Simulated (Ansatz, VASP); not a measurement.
**Two plane-wave programs on Co**

```
Co
1.0
     2.49517    0.00000    0.00000
    -1.24759    2.16088    0.00000
     0.00000    0.00000    8.08172
Co
4
Cartesian
  -1.2476 2.1609 0.0000
  1.2476 2.1609 4.0409
  0.0000 1.4406 2.0204
  1.2476 0.7203 6.0613
```

Alike in both runs: functional PBE; k mesh 14 × 14 × 4; occupations fermi-dirac, width 0.05 eV; collinear spin.

Ansatz relaxed the structure, and its values are those at the end. VASP's run is a single point on that final structure, the one shown.

|  | VASP | Ansatz |
| --- | --- | --- |
| version | VASP 6.6.1 | Ansatz 0.2.0 |
| potentials or method | VASP PAW PBE potentials, release 64 (Co), cutoff 520 eV | plane waves (420 eV) with PAW, scalar-relativistic |
| valence electrons in the cell | 36 | 68 |

```csv
,VASP,Ansatz,Ansatz less VASP
pressure (GPa),-8.7,0.0,+8.68
net moment per atom (μB),0.09,1.64,+1.556
size of the moment on the site where the two differ most (μB),0.74,1.70,+0.968
```

The net moments are unlike, so the other rows may belong to different states. Site moments also hang on the region over which each program counts them. VASP's potentials hold 36 valence electrons a cell and Ansatz's 68, so a difference there can come from the potentials and not from the codes. Ansatz's warnings: seeded moment not kept.
